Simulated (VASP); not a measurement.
Input of a VASP 6.6.1 run:

The input INCAR:

```
ALGO = Normal ; EDIFF = 1E-6
ENCUT = 520 ; ISIF = 2
ISMEAR = -1 ; LASPH = True
LCHARG = True ; LELF = True
LREAL = False ; LVHAR = True
LWAVE = False ; NBANDS = 12
NELM = 80 ; PREC = Accurate
SIGMA = 0.15
```

KPOINTS

```
k-points
0
Gamma
  20 20 20
```

File POSCAR:

```
Ti
1.0
    0.0000000000      2.0178546757      2.0178546757
    2.0178546757      0.0000000000      2.0178546757
    2.0178546757      2.0178546757      0.0000000000
Ti
1
Direct
    0.0000000000      0.0000000000      0.0000000000
```

Potentials or basis: VASP PAW LDA potentials, release 64 (Ti_sv).

The run is started by

```sh
$ cat potpaw_LDA.64/Ti_sv/POTCAR > POTCAR
$ mpirun -np 1 vasp_std > vasp.out
```

(1) Estimate the band gap on the k mesh.

(2) Estimate the pressure.

Results:

(1) zero (band 6 reaches 9.47 eV, above the bottom of band 7 at 8.19 eV).

(2) -2.4 GPa.
